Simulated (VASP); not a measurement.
The system is Sc.

```xyz
2
Lattice="3.3195 0.0000 0.0000 -1.6597 2.8748 0.0000 0.0000 0.0000 5.1626" Properties=species:S:1:pos:R:3 pbc="T T T"
Sc    0.0000    1.9165    1.2907
Sc    1.6597    0.9583    3.8720
```

```yaml
Program: VASP 6.6.1
Task: relaxation of cell and atoms
Functional: PBEsol
Potentials_or_basis: VASP PAW PBE potentials, release 64 (Sc_sv)
Cutoff: 600 eV
k_mesh: 15 × 15 × 8
Occupations: gaussian, width 0.1 eV
Spin: no spin polarisation
```

At the start: pressure -2.2 GPa; volume 24.63 Å³/atom.

Q: How do energy, volume and symmetry change on relaxing?

A: Over 9 steps the energy falls by 6.7 meV/atom and the volume is 23.65 Å³/atom (-4.0 %); space group P6_3/mmc (No. 194, to 0.05 Å).

The path:
```
step  energy change (eV)  largest force (eV/Å)  pressure (GPa)  volume (Å³)
   1              0.0000                0.0000           -2.16        49.27
   2             -0.0128                0.0000            0.49        46.94
   3             -0.0134                0.0000           -0.01        47.33
   4             -0.0133                0.0000            0.05        47.29
   5             -0.0134                0.0000           -0.04        47.35
   6             -0.0134                0.0000           -0.02        47.35
   7             -0.0134                0.0000            0.01        47.33
   8             -0.0134                0.0000            0.09        47.26
   9             -0.0134                0.0000            0.00        47.31
```

Final structure:
```cif
data_structure
_symmetry_space_group_name_H-M 'P 1'
_symmetry_Int_Tables_number 1
_cell_length_a 3.2778
_cell_length_b 3.2778
_cell_length_c 5.0846
_cell_angle_alpha 90.000
_cell_angle_beta 90.000
_cell_angle_gamma 120.000
_cell_volume 47.31
loop_
_atom_site_label
_atom_site_type_symbol
_atom_site_fract_x
_atom_site_fract_y
_atom_site_fract_z
_atom_site_occupancy
Sc1 Sc 0.33333 0.66667 0.25000 1
Sc2 Sc 0.66667 0.33333 0.75000 1
```

Caveat: the PAW data sets were made with another functional, which shifts forces and pressure a little.
